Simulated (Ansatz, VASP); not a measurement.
TiPbO3 in VASP and in Ansatz

```
CELL_PARAMETERS angstrom
3.86423 0.00000 0.00000
0.00000 3.86423 0.00000
0.00000 0.00000 4.11268
ATOMIC_POSITIONS crystal
Ti 0.50000 0.50000 0.53820
Pb 0.00000 0.00000 0.00000
O 0.50000 0.50000 0.11300
O 0.50000 0.00000 0.61500
O 0.00000 0.50000 0.61500
```

Alike in both runs: task single point; functional PBE; k mesh 6 × 6 × 6; no spin polarisation.

|  | VASP | Ansatz |
| --- | --- | --- |
| version | VASP 6.6.1 | Ansatz 0.2.0 |
| potentials or method | VASP PAW PBE potentials, release 64 (Ti_sv, Pb_d, O), cutoff 600 eV | plane waves, PAW |
| occupations | gaussian, width 0.01 eV | fixed |
| valence electrons in the cell | 44 | 44 |

|  | VASP | Ansatz | Ansatz less VASP |
| --- | --- | --- | --- |
| pressure (GPa) | 10.7 | 10.5 | -0.19 |
| traceless stress, the component that is largest in VASP (GPa) | 1.19 | 1.05 | -0.144 |

Spin-orbit coupling is off throughout.
